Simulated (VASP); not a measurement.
# SiC (Fm-3m) in VASP: notebook

SiC is run at these levels: PBEsol; tasks: single point, relaxation of cell and atoms.

Everything below comes from runs of VASP 6.6.1. Logs are shortened: lines on timing, memory, paths and dates and some standing lists are left out, and cuts for length are marked.

### Step 1. The cell of the first run

It takes space group Fm-3m (No. 225, cubic). Conventional cell: a = 4.034 Å, b = 4.034 Å, c = 4.034 Å, α = 90.00°, β = 90.00°, γ = 90.00°. Within 2.7 Å of Si (site symmetry m-3m) lie 6 C at 2.02 Å. Within 2.7 Å of C (site symmetry m-3m) lie 6 Si at 2.02 Å.

### Step 2. Single point, PBEsol

Input file INCAR:

```
PREC = Accurate ; ENCUT = 520
EDIFF = 1E-6 ; ISMEAR = 0
SIGMA = 0.1 ; LREAL = F
LASPH = T ; NELM = 60
ALGO = Normal ; ISIF = 2
LWAVE = F ; LCHARG = T
GGA = PS ; LELF = T
LVHAR = T ; NBANDS = 11
```

Input file KPOINTS:

```
regular mesh
0
Gamma
  10 10 10
```

Input file POSCAR:

```
SiC
1.0
    0.0000000000      2.0168596390      2.0168596390
    2.0168596390      0.0000000000      2.0168596390
    2.0168596390      2.0168596390      0.0000000000
Si C
1 1
Direct
    0.0000000000      0.0000000000      0.0000000000
    0.5000000000      0.5000000000      0.5000000000
```

Potentials or basis: VASP PAW PBE potentials, release 64 (Si, C).

Command:

```
> cat potpaw_PBE.64/Si/POTCAR potpaw_PBE.64/C/POTCAR > POTCAR
> mpirun -np 1 vasp_std > vasp.out
```

OUTCAR:

```text
PREC = Accurate
   ENCUT = 520
   EDIFF = 1E-6
   ISMEAR = 0
   LREAL = F
   LASPH = T
   NELM = 60
   ISIF = 2
   GGA = PS

 ion  position               nearest neighbor table
   1  0.000  0.000  0.000-   2 2.02   2 2.02   2 2.02   2 2.02   2 2.02   2 2.02
   2  0.500  0.500  0.500-   1 2.02   1 2.02   1 2.02   1 2.02   1 2.02   1 2.02

  LATTYP: Found a face centered cubic cell.
 ALAT       =     4.0337192780

  Lattice vectors:

 A1 = (   0.0000000000,   2.0168596390,   2.0168596390)
 A2 = (   2.0168596390,   0.0000000000,   2.0168596390)
 A3 = (   2.0168596390,   2.0168596390,   0.0000000000)

Analysis of symmetry for initial positions (statically):
=====================================================================
 Subroutine PRICEL returns:
 Original cell was already a primitive cell.

 Routine SETGRP: Setting up the symmetry group for a
 face centered cubic supercell.

 Subroutine GETGRP returns: Found 48 space group operations
 (whereof 48 operations were pure point group operations)
 out of a pool of 48 trial point group operations.

The static configuration has the point symmetry O_h .

Analysis of symmetry for dynamics (positions and initial velocities):
=====================================================================
 Subroutine PRICEL returns:
 Original cell was already a primitive cell.

 Routine SETGRP: Setting up the symmetry group for a
 face centered cubic supercell.

 Subroutine GETGRP returns: Found 48 space group operations
 (whereof 48 operations were pure point group operations)
 out of a pool of 48 trial point group operations.

The dynamic configuration has the point symmetry O_h .

 Subroutine INISYM returns: Found 48 space group operations
 (whereof 48 operations are pure point group operations),
 and found     1 'primitive' translations

----------------------------------------------------------------------------------------

                                     Primitive cell

  volume of cell :      16.4081

  direct lattice vectors                    reciprocal lattice vectors
     0.000000000  2.016859639  2.016859639    -0.247910162  0.247910162  0.247910162
     2.016859639  0.000000000  2.016859639     0.247910162 -0.247910162  0.247910162
     2.016859639  2.016859639  0.000000000     0.247910162  0.247910162 -0.247910162

  length of vectors
     2.852270255  2.852270255  2.852270255     0.429392996  0.429392996  0.429392996

  position of ions in fractional coordinates (direct lattice)
     0.000000000  0.000000000  0.000000000
     0.500000000  0.500000000  0.500000000

  ion indices of the primitive-cell ions
   primitive index   ion index
                 1           1
                 2           2

----------------------------------------------------------------------------------------

 KPOINTS: regular mesh

Automatic generation of k-mesh.
 Grid dimensions read from file:
 generate k-points for:   10   10   10

 Generating k-lattice:

  Cartesian coordinates                     Fractional coordinates (reciprocal lattice)
    -0.024791016  0.024791016  0.024791016     0.100000000  0.000000000  0.000000000
     0.024791016 -0.024791016  0.024791016     0.000000000  0.100000000  0.000000000
     0.024791016  0.024791016 -0.024791016     0.000000000  0.000000000  0.100000000

  Length of vectors
     0.042939300  0.042939300  0.042939300

  Shift w.r.t. Gamma in fractional coordinates (k-lattice)
     0.000000000  0.000000000  0.000000000

 Subroutine IBZKPT returns following result:
 ===========================================

 Found     47 irreducible k-points:

 Following reciprocal coordinates:
            Coordinates               Weight
  0.000000  0.000000  0.000000      1.000000
  0.100000  0.000000  0.000000      8.000000
  0.200000  0.000000  0.000000      8.000000
  0.300000  0.000000  0.000000      8.000000
  0.400000  0.000000  0.000000      8.000000
  0.500000  0.000000  0.000000      4.000000
[... 16 lines left out ...]
  0.300000  0.300000  0.000000      6.000000
  0.400000  0.300000  0.000000     24.000000
 [... further k-points ...]
   k-points           NKPTS =     47   k-points in BZ     NKDIM =     47   number of bands    NBANDS=     11
   number of dos      NEDOS =    301   number of ions     NIONS =      2
   total plane-waves  NPLWV =  13824
   dimension x,y,z NGX =    24 NGY =   24 NGZ =   24
   dimension x,y,z NGXF=    48 NGYF=   48 NGZF=   48
   ions per type =               1   1
   NGX,Y,Z   is equivalent  to a cutoff of  13.99, 13.99, 13.99 a.u.
   NGXF,Y,Z  is equivalent  to a cutoff of  27.98, 27.98, 27.98 a.u.
 SYSTEM =  unknown system
   PREC   = accura    normal or accurate (medium, high low for compatibility)
   ISTART =      0    job   : 0-new  1-cont  2-samecut
   ICHARG =      2    charge: 1-file 2-atom 10-const
   ISPIN  =      1    spin polarized calculation?
   LNONCOLLINEAR =      F non collinear calculations
   LSORBIT =      F    spin-orbit coupling
   LASPH  =      T    aspherical Exc in radial PAW
   ENCUT  =  520.0 eV  38.22 Ry    6.18 a.u.   5.30  5.30  5.30*2*pi/ulx,y,z
   NELM   =     60;   NELMIN=  2; NELMDL= -5     # of ELM steps
   EDIFF  = 0.1E-05   stopping-criterion for ELM
   LREAL  =      F    real-space projection
   EDIFFG = 0.1E-04   stopping-criterion for IOM
   NSW    =      0    number of steps for IOM
   IBRION =     -1    ionic relax: 0-MD 1-quasi-New 2-CG
   NFREE  =      0    steps in history (QN), initial steepest desc. (CG)
   ISIF   =      2    stress and relaxation
   ISYM   =      2    0-nonsym 1-usesym 2-fastsym
   POTIM  = 0.5000    time-step for ionic-motion
   TEBEG  =    0.0;   TEEND  =   0.0 temperature during run
   PSTRESS=    0.0 pullay stress
   NELECT =       8.0000    total number of electrons
   NUPDOWN=      -1.0000    fix difference up-down
   EMIN   =  10.00;   EMAX   =-10.00  energy-range for DOS
   EFERMI =   0.00;   METHOD = LEGACY
   ISMEAR =     0;   SIGMA  =   0.10  broadening in eV -4-tet -1-fermi 0-gaus
   EFERMI_NEDOS =   21; number of points for ismear=-14 and -15
   IALGO  =     38    algorithm
   IMIX   =      4    mixing-type and parameters
     AMIX     =   0.40;   BMIX     =  1.00
     AMIX_MAG =   1.60;   BMIX_MAG =  1.00
  volume/ion in A,a.u.               =       8.20        55.36
  Fermi-wavevector in a.u.,A,eV,Ry     =   1.288504  2.434920 22.588976  1.660243
  Thomas-Fermi vector in A             =   2.420454
   LORBIT       =      0    0 simple, 1 ext, 2 COOP (PROOUT), +10 PAW based schemes
   GGA     = PS    functional components
   LHFCALC =     F    Hartree Fock is set to
   AEXX    =    0.0000 exact exchange contribution
   IVDW    =     0    specifies the selected vdW correction
   LEPSILON=     F    determine dielectric tensor
   LRPA    =     F    only Hartree local field effects (RPA)
 non-spin polarized calculation
 Gauss-broadening in eV      SIGMA  =   0.10
  energy-cutoff  :      520.00
  volume of cell :       16.41
 maximum number of plane-waves:       459
 NGX is ok and might be reduce to    24
   NGX = 11   NGY = 11   NGZ = 11

 number of electron       8.0000000 magnetization

 Free energy of the ion-electron system (eV)
  ---------------------------------------------------
  ext. energy  EPLUGINS =         0.00000000
  ---------------------------------------------------
  free energy    TOTEN  =       -14.60304851 eV

  energy without entropy =      -14.60075109  energy(sigma->0) =      -14.60189980

 E-fermi :  12.4994     XC(G=0): -12.8387

 val. band max:       12.4038132009   @ k =  -0.2000   0.1000   0.0000
 cond. band min:      12.5345909285   @ k =   0.5000   0.4000   0.0000
 fundamental gap:      0.1307777276
 Fermi energy:        12.4994448160

 k-point     1 :       0.0000    0.0000    0.0000
  band No.  band energies     occupation
      1      -6.0834      2.00000
      2      12.5361      0.60371
      3      12.5361      0.60371
      4      12.5361      0.60371
      5      20.2425      0.00000
      6      21.3978      0.00000
      7      21.3978      0.00000
      8      21.3978      0.00000
      9      25.3296      0.00000
     10      25.3296      0.00000
     11      25.3296      0.00000

 k-point     2 :       0.1000    0.0000    0.0000
  band No.  band energies     occupation
      1      -5.8381      2.00000
      2      11.2485      2.00000
      3      12.3837      1.89822
      4      12.3837      1.89822
      5      20.3039      0.00000
      6      21.4658      0.00000
      7      21.7456      0.00000
      8      21.7456      0.00000
      9      23.4346      0.00000
     10      23.4346      0.00000
     11      25.1041      0.00000

 k-point     3 :       0.2000    0.0000    0.0000
  band No.  band energies     occupation
      1      -5.1066      2.00000
      2       8.5140      2.00000
      3      12.0469      2.00000
      4      12.0469      2.00000
      5      19.4924      0.00000
      6      20.6903      0.00000
      7      20.6903      0.00000
      8      22.8002      0.00000
      9      23.9214      0.00000
     10      23.9214      0.00000
     11      24.5494      0.00000

 k-point     4 :       0.3000    0.0000    0.0000
  band No.  band energies     occupation
      1      -3.9037      2.00000
      2       5.5068      2.00000
      3      11.7219      2.00000
      4      11.7219      2.00000
      5      18.8745      0.00000
      6      19.1417      0.00000
      7      19.1417      0.00000
      8      23.0092      0.00000
      9      25.2718      0.00000
     10      26.1670      0.00000
     11      26.1670      0.00000
[... 239 lines left out ...]
 k-point    22 :      -0.2000    0.2000    0.0000
  band No.  band energies     occupation
      1      -3.5068      2.00000
      2       6.6842      2.00000
      3       7.8767      2.00000
      4      12.0009      2.00000
      5      18.1668      0.00000
      6      19.1185      0.00000
      7      21.5572      0.00000
      8      22.2223      0.00000
      9      24.2280      0.00000
     10      27.4971      0.00000
     11      29.3389      0.00000

 k-point    23 :       0.3000    0.3000    0.0000
  band No.  band energies     occupation
      1      -3.1890      2.00000
      2       7.8185      2.00000
      3       9.2339      2.00000
      4       9.2339      2.00000
      5      13.8223      0.00000
      6      16.2666      0.00000
      7      25.0894      0.00000
      8      25.7190      0.00000
      9      25.7190      0.00000
     10      29.1608      0.00000
     11      31.5296      0.00000

 k-point    24 :       0.4000    0.3000    0.0000
  band No.  band energies     occupation
      1      -2.0240      2.00000
      2       6.1313      2.00000
      3       7.9834      2.00000
      4       8.9019      2.00000
      5      13.4395      0.00000
      6      16.6328      0.00000
      7      24.9910      0.00000
      8      25.1813      0.00000
      9      26.8340      0.00000
     10      31.2597      0.00000
     11      32.5889      0.00000

 [... further k-points ...]

------------------------ aborting loop because EDIFF is reached ----------------------------------------

  FORCE on cell =-STRESS in cart. coord.  units (eV):
  Direction    XX          YY          ZZ          XY          YZ          ZX
  --------------------------------------------------------------------------------------
  -------------------------------------------------------------------------------------
  Total        0.0797337      0.0797337      0.0797337      0.0000000     -0.0000000      0.0000000
  in kB        7.7856613      7.7856613      7.7856613      0.0000000     -0.0000000      0.0000000
  external PRESSURE =       7.7856613 kB  Pullay stress =       0.0000000 kB

 VOLUME and BASIS-vectors are now :
 -----------------------------------------------------------------------------
  energy-cutoff  :      520.00
  volume of cell :       16.41
      direct lattice vectors                 reciprocal lattice vectors
     0.000000000  2.016859639  2.016859639    -0.247910162  0.247910162  0.247910162
     2.016859639  0.000000000  2.016859639     0.247910162 -0.247910162  0.247910162
     2.016859639  2.016859639  0.000000000     0.247910162  0.247910162 -0.247910162

 POSITION                                       TOTAL-FORCE (eV/Angst)
 -----------------------------------------------------------------------------------
      0.00000      0.00000      0.00000        -0.000000     -0.000000     -0.000000
      2.01686      2.01686      2.01686         0.000000      0.000000      0.000000
 -----------------------------------------------------------------------------------
    total drift:                               -0.000000     -0.000000      0.000000

  FREE ENERGIE OF THE ION-ELECTRON SYSTEM (eV)
  ---------------------------------------------------
  free  energy   TOTEN  =       -14.6030485085 eV

  energy  without entropy=      -14.6007510881  energy(sigma->0) =      -14.60189980
```

Run time: 3.2 s. Hardware: 1 thread of Intel Xeon 6975P-C (Granite Rapids), shared host; peak memory 0.13 GiB.

What came out:

| Property | Result |
| --- | --- |
| Free energy | -14.6030 eV |
| Pressure | 0.8 GPa |
| Band gap on the k mesh | zero (band 4 reaches 12.62 eV, above the bottom of band 5 at 11.67 eV) |

Caveat: the PAW data sets were made with another functional, which shifts forces and pressure a little.

### Step 3. Relaxation of cell and atoms, PBEsol

This run uses another cell than the first one, of 6.30 Å³/atom, 0.768 times its volume.

Input file INCAR:

```
ALGO     = Normal         # electronic algorithm
EDIFF    = 1E-6           # SCF threshold, eV
EDIFFG   = -0.05          # ionic threshold
ENCUT    = 600            # plane-wave cutoff, eV
GGA      = PS             # functional
IBRION   = 2              # ionic algorithm
ISIF     = 3              # what is computed and relaxed
ISMEAR   = 0              # smearing method
LASPH    = True           # aspherical terms in the spheres
LCHARG   = False          # write CHGCAR
LREAL    = False          # projectors in reciprocal space
LWAVE    = False          # write WAVECAR
NELM     = 60             # most SCF steps
NSW      = 80             # ionic steps
PREC     = Accurate       # precision mode
SIGMA    = 0.1            # smearing width, eV
```

Input file KPOINTS:

```
k-points
0
Gamma
  10 10 10
```

Input file POSCAR:

```
SiC
1.0
    0.0000000000      1.8470323765      1.8470323765
    1.8470323765      0.0000000000      1.8470323765
    1.8470323765      1.8470323765      0.0000000000
Si C
1 1
Direct
    0.0000000000      0.0000000000      0.0000000000
    0.5000000000      0.5000000000      0.5000000000
```

Potentials or basis: VASP PAW PBE potentials, release 64 (Si, C).

Command:

```
> cat potpaw_PBE.64/Si/POTCAR potpaw_PBE.64/C/POTCAR > POTCAR
> mpirun -np 1 vasp_std > vasp.out
```

Run time: 8 s. Hardware: 1 thread of Intel Xeon 6975P-C (Granite Rapids), shared host; peak memory 0.13 GiB.

The run converged. Its results:

```
Free energy                            : -14.6013 eV
Relaxed volume                         : 8.23 Å³/atom
Relaxed cell                           : a = 2.855 Å, b = 2.855 Å, c = 2.855 Å, α = 60.00°, β = 60.00°, γ = 60.00°
Space group after relaxing (to 0.05 Å) : Fm-3m (No. 225)
Energy gained by relaxing              : 579.0 meV/atom
Ionic steps                            : 5
Pressure after relaxing                : 0.0 GPa
Band gap on the k mesh                 : zero (band 4 reaches 12.57 eV, above the bottom of band 5 at 11.60 eV)
```

The path:
| step | energy change (eV) | largest force (eV/Å) | pressure (GPa) | volume (Å³) |
| --- | --- | --- | --- | --- |
| 1 | 0.0000 | 0.0000 | 121.87 | 12.60 |
| 2 | 0.1295 | 0.0000 | -42.15 | 23.52 |
| 3 | -1.1542 | 0.0000 | -3.95 | 16.77 |
| 4 | -1.1575 | 0.0000 | -1.57 | 16.58 |
| 5 | -1.1580 | 0.0000 | 0.05 | 16.46 |

Final structure:
```cif
data_structure
_symmetry_space_group_name_H-M 'P 1'
_symmetry_Int_Tables_number 1
_cell_length_a 2.8552
_cell_length_b 2.8552
_cell_length_c 2.8552
_cell_angle_alpha 60.000
_cell_angle_beta 60.000
_cell_angle_gamma 60.000
_cell_volume 16.46
loop_
_atom_site_label
_atom_site_type_symbol
_atom_site_fract_x
_atom_site_fract_y
_atom_site_fract_z
_atom_site_occupancy
Si1 Si 0.00000 0.00000 0.00000 1
C1 C 0.50000 0.50000 0.50000 1
```

Levels at points of the mesh, in eV from the Fermi level:
| k point | band 1 | band 2 | band 3 | band 4 | band 5 | band 6 | band 7 | band 8 |
| --- | --- | --- | --- | --- | --- | --- | --- | --- |
| (0.00, 0.00, 0.00) | -18.54 | 0.04 | 0.04 | 0.04 | 7.69 | 8.91 | 8.91 | 8.91 |
| (0.50, 0.00, 0.00) | -13.30 | -11.61 | -1.04 | -1.04 | 5.29 | 5.29 | 5.95 | 9.68 |
| (0.50, 0.50, 0.00) | -11.50 | -9.90 | -4.32 | -4.32 | -0.84 | 2.41 | 14.95 | 14.95 |

Caveat: the volume moved by over 15 % at a fixed basis, so the end points are rough; the PAW data sets were made with another functional, which shifts forces and pressure a little.
